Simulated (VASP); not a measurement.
Set up this calculation in VASP 6.6.1, as the native input.

```yaml
Task: single point
Functional: PBE
Potentials_or_basis: VASP PAW PBE potentials, release 64 (Y_sv, N)
Cutoff: 600 eV
k_mesh: 6 × 6 × 6
Occupations: gaussian, width 0.01 eV
Spin: no spin polarisation
Dipole_correction: no
Further_INCAR_settings: ALGO = Normal; EDIFF = 1e-06; NBANDS = 15
```

The structure of YN lies in POSCAR:

```
YN
1.0
    0.0000000000      2.4166288667      2.4166288667
    2.4166288667      0.0000000000      2.4166288667
    2.4166288667      2.4166288667      0.0000000000
Y N
1 1
Direct
    0.0000000000      0.0000000000      0.0000000000
    0.5000000000      0.5000000000      0.5000000000
```

The input as run:

INCAR

```
PREC = Accurate
ENCUT = 600
EDIFF = 1E-6
ISMEAR = 0
SIGMA = 0.01
LREAL = F
LASPH = T
NELM = 120
ALGO = Normal
ISIF = 2
LWAVE = F
LCHARG = F
GGA = PE
NBANDS = 15
GGA_COMPAT = F
```

KPOINTS

```
Automatic mesh
0
Gamma
  6 6 6
```

Potentials or basis: VASP PAW PBE potentials, release 64 (Y_sv, N).

The run is started by

```bash
$ cat potpaw_PBE.64/Y_sv/POTCAR potpaw_PBE.64/N/POTCAR > POTCAR
$ mpirun -np 1 vasp_std > vasp.out
```

It gave:

The pressure is 7.8 GPa and the band gap on the k mesh is 0.11 eV, indirect (least direct gap 0.47 eV).

It used 41 s of CPU time on 1 thread of AMD EPYC 7R13 Processor (Zen 3), on a shared host.
